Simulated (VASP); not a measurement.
Write the native input for VASP 6.6.1 that does the following.

| Quantity | Value |
| --- | --- |
| Task | single point |
| Functional | LDA |
| Potentials or basis | VASP PAW LDA potentials, release 64 (K_sv, Na_pv, I, Cl) |
| Cutoff | 520 eV |
| k mesh | 6 × 6 × 4 |
| Occupations | gaussian, width 0.05 eV |
| Spin | no spin polarisation |
| Dipole correction | no |
| Further INCAR settings | ALGO = Normal; EDIFF = 1e-07; NBANDS = 23 |

The structure of KNaICl lies in POSCAR:

```
KNaICl
1.0
    3.8451986194      0.0000000000      0.0000000000
    0.0000000000      4.7956971546      0.0000000000
    0.0000000000      0.0000000000      6.4994237378
K Na I Cl
1 1 1 1
Direct
    0.5000000000      0.5000000000      0.5000000000
    0.0000000000      0.0000000000      0.0000000000
    0.5000000000      0.5000000000      0.0000000000
    0.0000000000      0.0000000000      0.5000000000
```

This cell differs from its parent crystal: strain +e along x and -e along y -0.1100, strain +e along z and -e/2 along x and y +0.0000.

These files were run (other wordings do the same):

INCAR

```
ALGO = Normal
EDIFF = 1E-7
ENCUT = 520
ISIF = 2
ISMEAR = 0
LASPH = True
LCHARG = False
LREAL = False
LWAVE = False
NBANDS = 23
NELM = 100
PREC = Accurate
SIGMA = 0.05
```

KPOINTS

```
k-points
0
Gamma
  6 6 4
```

Potentials or basis: VASP PAW LDA potentials, release 64 (K_sv, Na_pv, I, Cl).

Launch:

```bash
$ cat potpaw_LDA.64/K_sv/POTCAR potpaw_LDA.64/Na_pv/POTCAR potpaw_LDA.64/I/POTCAR potpaw_LDA.64/Cl/POTCAR > POTCAR
$ mpirun -np 1 vasp_std > vasp.out
```

It gave:

```yaml
Pressure: 0.2 GPa
Band_gap_on_the_k_mesh: 2.94 eV, indirect (least direct gap 2.94 eV)
```

Caveat: the cell differs from its parent crystal (strain +e along x and -e along y -0.1100, strain +e along z and -e/2 along x and y +0.0000); spin-orbit coupling is left out, which moves the levels of the heavy elements.

Wall time 2.4 min on 1 thread of Intel(R) Xeon(R) Platinum 8259CL CPU @ 2.50GHz (Skylake/Cascade Lake), on a shared host, peak memory 0.28 GiB.
